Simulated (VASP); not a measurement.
# H3C18N in VASP: relaxation of the atoms with PBE+D3(BJ)

Aim: the relaxation of the atoms of H3C18N with PBE+D3(BJ).

Everything below comes from runs of VASP 6.6.1. Logs are shortened: lines on timing, memory, paths and dates and some standing lists are left out, and cuts for length are marked.

**1. The cell of the first run**

The cell holds a slab with vacuum, 22 atoms: a = 7.398 Å, b = 7.398 Å, c = 12.000 Å, α = 90.00°, β = 90.00°, γ = 120.00°.

**2. Relaxation of the atoms, PBE+D3(BJ)**

INCAR

```
SYSTEM = H3C18N
ALGO = Normal
EDIFF = 1E-6
EDIFFG = -0.03
ENCUT = 520
GGA = PE
IBRION = 2
ISIF = 2
ISMEAR = 0
IVDW = 12
LASPH = .True.
LCHARG = .False.
LREAL = Auto
LWAVE = .False.
NELM = 100
NSW = 80
PREC = Accurate
SIGMA = 0.05
```

KPOINTS

```
k-points
0
Gamma
  2 2 1
  0 0 0
```

POSCAR

```
H3C18N
1.0
    7.3980000000      0.0000000000      0.0000000000
   -3.6990000000      6.4068560000      0.0000000000
    0.0000000000      0.0000000000     12.0000000000
C N H
18 1 3
Direct
    0.0000000000      0.0000000000      0.0833333300
    0.2222222200      0.1111111100      0.0833333300
    0.0000000000      0.3333333300      0.0833333300
    0.2222222200      0.4444444400      0.0833333300
    0.0000000000      0.6666666600      0.0833333300
    0.2222222200      0.7777777700      0.0833333300
    0.3333333300      0.0000000000      0.0833333300
    0.5555555600      0.1111111100      0.0833333300
    0.3333333300      0.3333333300      0.0833333300
    0.5555555500      0.4444444400      0.0833333300
    0.3333333300      0.6666666600      0.0833333300
    0.5555555500      0.7777777700      0.0833333300
    0.6666666700      0.0000000000      0.0833333300
    0.8888888900      0.1111111100      0.0833333300
    0.6666666700      0.3333333300      0.0833333300
    0.8888888900      0.4444444400      0.0833333300
    0.6666666600      0.6666666600      0.0833333300
    0.8888888900      0.7777777700      0.0833333300
    0.5185185200      0.0370370400      0.2025000000
    0.9259259200      0.2962962900      0.1650000000
    0.4435059900      0.1081762600      0.2508333300
    0.4468258600     -0.1091230400      0.2508333300
```

Potentials or basis: VASP PAW PBE potentials, release 64 (C, N, H).

Run with:

```
cat potpaw_PBE.64/C/POTCAR potpaw_PBE.64/N/POTCAR potpaw_PBE.64/H/POTCAR > POTCAR
mpirun -np 1 vasp_std > vasp.out
```

OUTCAR:

```text
SYSTEM = H3C18N
   EDIFF = 1E-6
   EDIFFG = -0.03
   ENCUT = 520
   GGA = PE
   IBRION = 2
   ISIF = 2
   ISMEAR = 0
   IVDW = 12
   LASPH = .True.
   LREAL = Auto
   NELM = 100
   NSW = 80
   PREC = Accurate
 IVDW          = 12

 ion  position               nearest neighbor table
   1  0.000  0.000  0.083-   2 1.42  14 1.42  18 1.42
   2  0.222  0.111  0.083-   1 1.42   7 1.42   9 1.42
   3  0.000  0.333  0.083-  20 1.09  16 1.42   4 1.42  14 1.42
   4  0.222  0.444  0.083-   3 1.42   9 1.42  11 1.42
   5  0.000  0.667  0.083-   6 1.42  18 1.42  16 1.42
   6  0.222  0.778  0.083-   5 1.42  11 1.42   7 1.42
   7  0.333  0.000  0.083-   2 1.42   8 1.42   6 1.42  19 1.90
   8  0.556  0.111  0.083-  13 1.42  15 1.42   7 1.42  19 1.51
   9  0.333  0.333  0.083-   4 1.42  10 1.42   2 1.42
  10  0.556  0.444  0.083-   9 1.42  17 1.42  15 1.42
  11  0.333  0.667  0.083-  12 1.42   6 1.42   4 1.42
  12  0.556  0.778  0.083-  11 1.42  17 1.42  13 1.42
  13  0.667  0.000  0.083-   8 1.42  14 1.42  12 1.42  19 1.90
  14  0.889  0.111  0.083-  13 1.42   1 1.42   3 1.42
  15  0.667  0.333  0.083-  16 1.42   8 1.42  10 1.42
  16  0.889  0.444  0.083-   3 1.42  15 1.42   5 1.42
  17  0.667  0.667  0.083-  12 1.42  10 1.42  18 1.42
  18  0.889  0.778  0.083-   5 1.42  17 1.42   1 1.42
  19  0.519  0.037  0.203-  21 1.10  22 1.10   8 1.51   7 1.90  13 1.90
  20  0.926  0.296  0.165-   3 1.09
  21  0.444  0.108  0.251-  19 1.10
  22  0.447  0.891  0.251-  19 1.10

  LATTYP: Found a hexagonal cell.
 ALAT       =     7.3980000000
 C/A-ratio  =     1.6220600162

  Lattice vectors:

 A1 = (   7.3980000000,   0.0000000000,   0.0000000000)
 A2 = (  -3.6990000000,   6.4068560000,   0.0000000000)
 A3 = (   0.0000000000,   0.0000000000,  12.0000000000)

Analysis of symmetry for initial positions (statically):
=====================================================================
 Subroutine PRICEL returns:
 Original cell was already a primitive cell.

 Routine SETGRP: Setting up the symmetry group for a
 hexagonal supercell.

 Subroutine GETGRP returns: Found  1 space group operations
 (whereof  1 operations were pure point group operations)
 out of a pool of 24 trial point group operations.

The static configuration has the point symmetry C_1 .

Analysis of symmetry for dynamics (positions and initial velocities):
=====================================================================
 Subroutine PRICEL returns:
 Original cell was already a primitive cell.

 Routine SETGRP: Setting up the symmetry group for a
 hexagonal supercell.

 Subroutine GETGRP returns: Found  1 space group operations
 (whereof  1 operations were pure point group operations)
 out of a pool of 24 trial point group operations.

The dynamic configuration has the point symmetry C_1 .

 Subroutine INISYM returns: Found  1 space group operations
 (whereof  1 operations are pure point group operations),
 and found     1 'primitive' translations

----------------------------------------------------------------------------------------

                                     Primitive cell

  volume of cell :     568.7750

  direct lattice vectors                    reciprocal lattice vectors
     7.398000000  0.000000000  0.000000000     0.135171668  0.078041398  0.000000000
    -3.699000000  6.406856000  0.000000000     0.000000000  0.156082796  0.000000000
     0.000000000  0.000000000 12.000000000     0.000000000  0.000000000  0.083333333

  length of vectors
     7.398000000  7.398000054 12.000000000     0.156082797  0.156082796  0.083333333

  position of ions in fractional coordinates (direct lattice)
     0.000000000  0.000000000  0.083333330
     0.222222220  0.111111110  0.083333330
     0.000000000  0.333333330  0.083333330
     0.222222220  0.444444440  0.083333330
     0.000000000  0.666666660  0.083333330
     0.222222220  0.777777770  0.083333330
[... 14 lines left out ...]
     0.443505990  0.108176260  0.250833330
     0.446825860  0.890876960  0.250833330

  ion indices of the primitive-cell ions
   primitive index   ion index
                 1           1
                 2           2
                 3           3
                 4           4
                 5           5
                 6           6
[... 14 lines left out ...]
                21          21
                22          22

----------------------------------------------------------------------------------------

 KPOINTS: k-points

Automatic generation of k-mesh.
 Grid dimensions read from file:
 generate k-points for:    2    2    1

 Generating k-lattice:

  Cartesian coordinates                     Fractional coordinates (reciprocal lattice)
     0.067585834  0.039020699  0.000000000     0.500000000  0.000000000  0.000000000
     0.000000000  0.078041398  0.000000000     0.000000000  0.500000000  0.000000000
     0.000000000  0.000000000  0.083333333     0.000000000  0.000000000  1.000000000

  Length of vectors
     0.078041399  0.078041398  0.083333333

  Shift w.r.t. Gamma in fractional coordinates (k-lattice)
     0.000000000  0.000000000  0.000000000

 Subroutine IBZKPT returns following result:
 ===========================================

 Found      4 irreducible k-points:

 Following reciprocal coordinates:
            Coordinates               Weight
  0.000000  0.000000  0.000000      1.000000
  0.500000  0.000000  0.000000      1.000000
  0.000000  0.500000  0.000000      1.000000
  0.500000  0.500000  0.000000      1.000000
   k-points           NKPTS =      4   k-points in BZ     NKDIM =      4   number of bands    NBANDS=     52
   number of dos      NEDOS =    301   number of ions     NIONS =     22
   total plane-waves  NPLWV = 282240
   dimension x,y,z NGX =    56 NGY =   56 NGZ =   90
   dimension x,y,z NGXF=   112 NGYF=  112 NGZF=  180
   ions per type =              18   1   3
   NGX,Y,Z   is equivalent  to a cutoff of  12.58, 12.58, 12.47 a.u.
   NGXF,Y,Z  is equivalent  to a cutoff of  25.17, 25.17, 24.94 a.u.
 SYSTEM =  H3C18N
   PREC   = accura    normal or accurate (medium, high low for compatibility)
   ISTART =      0    job   : 0-new  1-cont  2-samecut
   ICHARG =      2    charge: 1-file 2-atom 10-const
   ISPIN  =      1    spin polarized calculation?
   LNONCOLLINEAR =      F non collinear calculations
   LSORBIT =      F    spin-orbit coupling
   LASPH  =      T    aspherical Exc in radial PAW
   ENCUT  =  520.0 eV  38.22 Ry    6.18 a.u.  13.76 13.76 22.31*2*pi/ulx,y,z
   NELM   =    100;   NELMIN=  2; NELMDL= -5     # of ELM steps
   EDIFF  = 0.1E-05   stopping-criterion for ELM
   LREAL  =      T    real-space projection
   EDIFFG = -.3E-01   stopping-criterion for IOM
   NSW    =     80    number of steps for IOM
   IBRION =      2    ionic relax: 0-MD 1-quasi-New 2-CG
   NFREE  =      1    steps in history (QN), initial steepest desc. (CG)
   ISIF   =      2    stress and relaxation
   ISYM   =      2    0-nonsym 1-usesym 2-fastsym
   POTIM  = 0.5000    time-step for ionic-motion
   TEBEG  =    0.0;   TEEND  =   0.0 temperature during run
   PSTRESS=    0.0 pullay stress
   NELECT =      80.0000    total number of electrons
   NUPDOWN=      -1.0000    fix difference up-down
   EMIN   =  10.00;   EMAX   =-10.00  energy-range for DOS
   EFERMI =   0.00;   METHOD = LEGACY
   ISMEAR =     0;   SIGMA  =   0.05  broadening in eV -4-tet -1-fermi 0-gaus
   EFERMI_NEDOS =   21; number of points for ismear=-14 and -15
   IALGO  =     38    algorithm
   IMIX   =      4    mixing-type and parameters
     AMIX     =   0.40;   BMIX     =  1.00
     AMIX_MAG =   1.60;   BMIX_MAG =  1.00
  volume/ion in A,a.u.               =      25.85       174.47
  Fermi-wavevector in a.u.,A,eV,Ry     =   0.851382  1.608879  9.862209  0.724852
  Thomas-Fermi vector in A             =   1.967507
   LORBIT       =      0    0 simple, 1 ext, 2 COOP (PROOUT), +10 PAW based schemes
   GGA     = PE    functional components
   LHFCALC =     F    Hartree Fock is set to
   AEXX    =    0.0000 exact exchange contribution
   IVDW    =    12    specifies the selected vdW correction
   LEPSILON=     F    determine dielectric tensor
   LRPA    =     F    only Hartree local field effects (RPA)
 conjugate gradient relaxation of ions
 non-spin polarized calculation
 Gauss-broadening in eV      SIGMA  =   0.05
  energy-cutoff  :      520.00
  volume of cell :      568.78
 maximum number of plane-waves:     15363
 NGX is ok and might be reduce to    56
   NGX = 27   NGY = 27   NGZ = 45

--------------------------------------- Ionic step        1  -------------------------------------------

 number of electron      80.0000001 magnetization

 Free energy of the ion-electron system (eV)
  ---------------------------------------------------
  ext. energy  EPLUGINS =         0.00000000
  ---------------------------------------------------
  free energy    TOTEN  =      -177.42281997 eV

  energy without entropy =     -177.41885549  energy(sigma->0) =     -177.42083773

------------------------ aborting loop because EDIFF is reached ----------------------------------------

 Edisp (eV)   -1.81901

 E8    (eV) :    -0.5509

  FORCE on cell =-STRESS in cart. coord.  units (eV):
  Direction    XX          YY          ZZ          XY          YZ          ZX
  --------------------------------------------------------------------------------------
  -------------------------------------------------------------------------------------
  Total      10.69297     9.10126    10.40980    -0.54027     5.59689     1.14728
  in kB      30.12094    25.63726    29.32328    -1.52188    15.76582     3.23175
  external pressure =       28.36 kB  Pullay stress =        0.00 kB
[... 157 lines left out ...]
  FREE ENERGIE OF THE ION-ELECTRON SYSTEM (eV)
  ---------------------------------------------------
  free  energy   TOTEN  =      -181.3776085607 eV

  energy  without entropy=     -181.3635057910  energy(sigma->0) =     -181.37055718

[... ionic steps 4 to 67 ...]

--------------------------------------- Ionic step       68  -------------------------------------------

 number of electron      79.9999996 magnetization

------------------------ aborting loop because EDIFF is reached ----------------------------------------

 Edisp (eV)   -1.84287

 E8    (eV) :    -0.5587
[... 109 lines left out ...]
  energy  without entropy=     -184.6426415745  energy(sigma->0) =     -184.64264159

--------------------------------------- Ionic step       70  -------------------------------------------

 number of electron      79.9999996 magnetization

 Free energy of the ion-electron system (eV)
  ---------------------------------------------------
  ext. energy  EPLUGINS =         0.00000000
  ---------------------------------------------------
  free energy    TOTEN  =      -182.79994085 eV

  energy without entropy =     -182.79994081  energy(sigma->0) =     -182.79994083

 E-fermi :  -1.2979     XC(G=0):  -4.0177

 val. band max:       -1.4759037402   @ k =   0.0000   0.0000   0.0000
 cond. band min:      -1.1199529888   @ k =   0.0000   0.0000   0.0000
 fundamental gap:      0.3559507514
 Fermi energy:        -1.2979302763

 k-point     1 :       0.0000    0.0000    0.0000
  band No.  band energies     occupation
      1     -21.0722      2.00000
      2     -19.7561      2.00000
      3     -18.3906      2.00000
      4     -18.3102      2.00000
      5     -18.3042      2.00000
      6     -18.2685      2.00000
[... 44 lines left out ...]
     51       4.2907      0.00000
     52       4.5334      0.00000

 k-point     2 :       0.5000    0.0000    0.0000
  band No.  band energies     occupation
      1     -20.7027      2.00000
      2     -20.2064      2.00000
      3     -19.5124      2.00000
      4     -18.8702      2.00000
      5     -18.2539      2.00000
      6     -16.4668      2.00000
[... 44 lines left out ...]
     51       4.0076      0.00000
     52       4.3246      0.00000

 k-point     3 :       0.0000    0.5000    0.0000
  band No.  band energies     occupation
      1     -20.7005      2.00000
      2     -20.2273      2.00000
      3     -19.4478      2.00000
      4     -18.9327      2.00000
      5     -18.2296      2.00000
      6     -16.5187      2.00000
[... 44 lines left out ...]
     51       4.0117      0.00000
     52       4.1366      0.00000

 k-point     4 :       0.5000    0.5000    0.0000
  band No.  band energies     occupation
      1     -20.6994      2.00000
      2     -20.2295      2.00000
      3     -19.4472      2.00000
      4     -18.9322      2.00000
      5     -18.2289      2.00000
      6     -16.5160      2.00000
[... 97 lines left out ...]
  FREE ENERGIE OF THE ION-ELECTRON SYSTEM (eV)
  ---------------------------------------------------
  free  energy   TOTEN  =      -184.6428473323 eV

  energy  without entropy=     -184.6428472879  energy(sigma->0) =     -184.64284731

 reached required accuracy - stopping structural energy minimisation
```

It took 2.2 h on 1 thread of Intel Xeon Platinum 8259CL at 2.50GHz (Skylake/Cascade Lake), shared host; peak memory 0.7 GiB.

What came out:

* Free energy: -184.6428 eV
* Energy gained by relaxing: 245.5 meV/atom
* Ionic steps: 70
* Largest force after relaxing: 0.029 eV/Å
* Band gap on the k mesh: 0.36 eV
* Dispersion energy per atom: -0.084 eV

Forces in eV/Å, atoms in the order of the input:
```
C    0.023  0.015  0.002
C    0.006  0.003  0.003
C   -0.003  0.000 -0.008
C    0.003 -0.002 -0.004
C   -0.006 -0.002 -0.014
C   -0.012  0.020 -0.005
C   -0.021 -0.017  0.010
C   -0.005  0.014  0.001
C    0.012  0.003  0.000
C    0.003 -0.009 -0.005
C   -0.014 -0.001  0.014
C    0.007 -0.013  0.003
C    0.016  0.008 -0.009
C   -0.014 -0.011 -0.004
C    0.013 -0.015 -0.014
C   -0.008  0.001  0.012
C    0.009  0.003  0.003
C    0.006 -0.008  0.004
N   -0.003 -0.020  0.019
H    0.014  0.002 -0.003
H    0.000  0.024 -0.003
H   -0.026  0.005 -0.002
```

The path:
| step | energy change (eV) | largest force (eV/Å) | pressure (GPa) |
| --- | --- | --- | --- |
| 1 | 0.0000 | 10.9237 | 2.84 |
| 3 | -2.1358 | 3.9009 | 2.99 |
| 5 | -3.6169 | 3.3589 | 1.74 |
| 7 | -4.1407 | 1.9358 | 1.10 |
| 9 | -4.5643 | 1.3382 | 0.99 |
| 11 | -4.7488 | 1.1092 | 1.08 |
| 13 | -4.9486 | 1.2763 | 1.14 |
| 15 | -5.0679 | 0.8927 | 1.09 |
| 17 | -5.1782 | 1.0078 | 0.93 |
| 19 | -5.2566 | 0.5334 | 0.59 |
| 21 | -5.2877 | 0.4608 | 0.52 |
| 23 | -5.3190 | 0.4603 | 0.57 |
| 25 | -5.3347 | 0.3436 | 0.57 |
| 27 | -5.3457 | 0.2262 | 0.48 |
| 29 | -5.3526 | 0.2516 | 0.44 |
| 31 | -5.3611 | 0.2468 | 0.40 |
| 33 | -5.3673 | 0.1692 | 0.34 |
| 35 | -5.3709 | 0.2171 | 0.33 |
| 37 | -5.3757 | 0.1556 | 0.34 |
| 39 | -5.3787 | 0.1527 | 0.35 |
| 41 | -5.3835 | 0.1441 | 0.36 |
| 43 | -5.3864 | 0.1218 | 0.38 |
| 45 | -5.3898 | 0.1033 | 0.40 |
| 47 | -5.3923 | 0.0859 | 0.41 |
| 49 | -5.3944 | 0.0786 | 0.41 |
| 51 | -5.3964 | 0.0680 | 0.43 |
| 53 | -5.3975 | 0.0611 | 0.44 |
| 55 | -5.3981 | 0.0550 | 0.43 |
| 57 | -5.3986 | 0.0431 | 0.43 |
| 59 | -5.3991 | 0.0445 | 0.43 |
| 61 | -5.3993 | 0.0688 | 0.42 |
| 63 | -5.3998 | 0.0651 | 0.42 |
| 65 | -5.4003 | 0.0462 | 0.42 |
| 67 | -5.4005 | 0.0402 | 0.42 |
| 69 | -5.4008 | 0.0404 | 0.42 |
| 70 | -5.4010 | 0.0292 | 0.42 |

Final structure:
```
C N H
1.0
     7.39800    0.00000    0.00000
    -3.69900    6.40686    0.00000
     0.00000    0.00000   12.00000
C N H
18 1 3
Direct
  0.98923 0.98721 0.06727
  0.20976 0.09630 0.07499
  0.98887 0.32115 0.10750
  0.21742 0.43539 0.08091
  0.98924 0.65538 0.06752
  0.20976 0.76662 0.07484
  0.31786 0.98549 0.08175
  0.54632 0.09947 0.11409
  0.32446 0.32396 0.07503
  0.54492 0.43302 0.06810
  0.32458 0.65389 0.07471
  0.54500 0.76544 0.06745
  0.65992 0.98779 0.07665
  0.87414 0.09454 0.07651
  0.65973 0.32560 0.07774
  0.87399 0.43302 0.07692
  0.65601 0.65472 0.06329
  0.87789 0.76567 0.06309
  0.56536 0.10668 0.23964
  0.98082 0.31706 0.20054
  0.47847 0.16693 0.27178
  0.50102 0.95704 0.26885
```

Caveat: the k points lie up to 0.49 Å⁻¹ apart; there is no dipole correction, which matters where the two faces differ.
